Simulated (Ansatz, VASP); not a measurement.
**WC: VASP beside Ansatz**

```
W C
1.0
     2.90650    0.00000    0.00000
    -1.45325    2.51710    0.00000
     0.00000    0.00000    2.83660
W C
1 1
Direct
  0.00000 0.00000 0.00000
  0.66667 0.33333 0.50000
```

Alike in both runs: functional PBE; k mesh 13 × 13 × 12; occupations fermi-dirac, width 0.05 eV; collinear spin.

Ansatz relaxed the structure, and its values are those at the end. VASP's run is a single point on that final structure, the one shown.

|  | VASP | Ansatz |
| --- | --- | --- |
| version | VASP 6.6.1 | Ansatz 0.2.0 |
| potentials or method | VASP PAW PBE potentials, release 64 (W_sv, C) | plane-wave PAW, scalar-relativistic |
| plane-wave cutoff (eV) | 520 | 420 |
| valence electrons in the cell | 18 | 18 |

VASP gave:

- pressure (GPa): 6.7
- net moment per atom (μB): 0.00

Task: Which values does Ansatz return?

Result: Pressure (GPa): 5.5; net moment per atom (μB): 0.00.

Ansatz's warnings: seeded moment not kept, stress scf threshold loose.

Neither program's run includes spin-orbit coupling.
